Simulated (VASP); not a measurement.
Input of a VASP 6.6.1 run:

INCAR

```
  PREC = Accurate
  ENCUT = 520
  EDIFF = 1E-6
  ISMEAR = 0
  SIGMA = 0.1
  LREAL = F
  LASPH = T
  NELM = 80
  ALGO = Normal
  ISIF = 2
  LWAVE = F
  LCHARG = F
  GGA = PE
  NBANDS = 16
```

Contents of KPOINTS:

```
Automatic mesh
0
Gamma
  6 6 4
```

The input POSCAR:

```
Si3C
1.0
    3.1532119400      0.0000000000      0.0000000000
   -1.5766059700      2.7307616500      0.0000000000
    0.0000000000      0.0000000000      4.4426378700
Si C
3 1
Direct
    0.5000000000      0.0000000000      0.5000000000
    0.0000000000      0.5000000000      0.5000000000
    0.5000000000      0.5000000000      0.5000000000
    0.0000000000      0.0000000000      0.5000000000
```

Potentials or basis: VASP PAW PBE potentials, release 64 (Si, C).

Launch:

```bash
$ cat potpaw_PBE.64/Si/POTCAR potpaw_PBE.64/C/POTCAR > POTCAR
$ mpirun -np 1 vasp_std > vasp.out
```

(1) Estimate the pressure.

(2) What does it give for the band gap on the k mesh?

Answers

(1) 481.8 GPa.

(2) zero (band 8 reaches 12.40 eV, above the bottom of band 9 at 11.37 eV).

Caveat: the k points lie up to 0.38 Å⁻¹ apart.
